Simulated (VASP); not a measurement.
Wanted: the native input for a VASP 6.6.1 run.

```yaml
Task: electric field gradients
Functional: LDA
Potentials_or_basis: VASP PAW LDA potentials, release 64 (Re)
Cutoff: 520 eV
k_mesh: 14 × 14 × 8
Occupations: fermi-dirac, width 0.05 eV
Spin: no spin polarisation
Dipole_correction: no
Further_INCAR_settings: ALGO = Normal; EDIFF = 1e-08; NBANDS = 14
```

The structure of Re lies in POSCAR:

```
Re
1.0
    2.6115486478      0.0000000000      0.0000000000
   -1.3057743239      2.2616674722      0.0000000000
    0.0000000000      0.0000000000      4.1758273441
Re
2
Direct
    0.3333333333      0.6666666667      0.2500000000
    0.6666666667      0.3333333333      0.7500000000
```

This cell differs from its parent crystal: volume scaled by 1.01.

These files were run (other wordings do the same):

INCAR

```
PREC = Accurate ; ENCUT = 520
EDIFF = 1E-8 ; ISMEAR = -1
SIGMA = 0.05 ; LREAL = F
LASPH = T ; NELM = 100
ALGO = Normal ; ISIF = 2
LWAVE = F ; LCHARG = F
GGA = CA ; LEFG = T
NBANDS = 14
```

KPOINTS

```
regular mesh
0
Gamma
  14 14 8
```

Potentials or basis: VASP PAW LDA potentials, release 64 (Re).

Launch:

```bash
$ cat potpaw_LDA.64/Re/POTCAR > POTCAR
$ mpirun -np 1 vasp_std > vasp.out
```

Results of the run:

The pressure is 89.0 GPa and the band gap on the k mesh is zero (band 7 reaches 12.13 eV, above the bottom of band 8 at 7.88 eV).

Caveat: without QUAD_EFG the Cq values of the log hold for a quadrupole moment of 1 mb, not for the nuclei; spin-orbit coupling is left out, which moves the levels of the heavy elements.

It took 37 s on 1 thread of Intel(R) Xeon(R) Platinum 8259CL CPU @ 2.50GHz (Skylake/Cascade Lake), with other jobs on the host, peak memory 0.15 GiB.
